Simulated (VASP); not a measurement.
Crystal: MgF2.

```xyz
6
Lattice="4.6383 0.0000 0.0000 0.0000 4.6383 0.0000 0.0000 0.0000 3.0626" Properties=species:S:1:pos:R:3 pbc="T T T"
Mg    0.0000    0.0000    0.0000
Mg    2.3191    2.3191    1.5313
F     1.4072    1.4072    0.0000
F     0.9119    3.7264    1.5313
F     3.2311    3.2311    0.0000
F     3.7264    0.9119    1.5313
```

Base run:

```yaml
Program: VASP 6.6.1
Functional: PBEsol
Potentials_or_basis: VASP PAW PBE potentials, release 64 (Mg, F)
Cutoff: 600 eV
k_mesh: 6 × 6 × 8
Occupations: gaussian, width 0.02 eV
Spin: no spin polarisation
```

Its results: band gap on the k mesh 6.86 eV, direct; pressure -0.9 GPa.

Q: The run is repeated on the same cell with these changes: functional from PBEsol to r2SCAN; cutoff from 600 eV to 660 eV. What comes out?

A: Band gap on the k mesh 7.94 eV, direct; pressure -2.7 GPa.

r2SCAN gives the wider gap, since meta-GGAs in the generalised Kohn-Sham scheme recover part of the derivative discontinuity.

Caveats: the PAW data sets were made with another functional, which shifts forces and pressure a little.

A k mesh can miss the band edges.
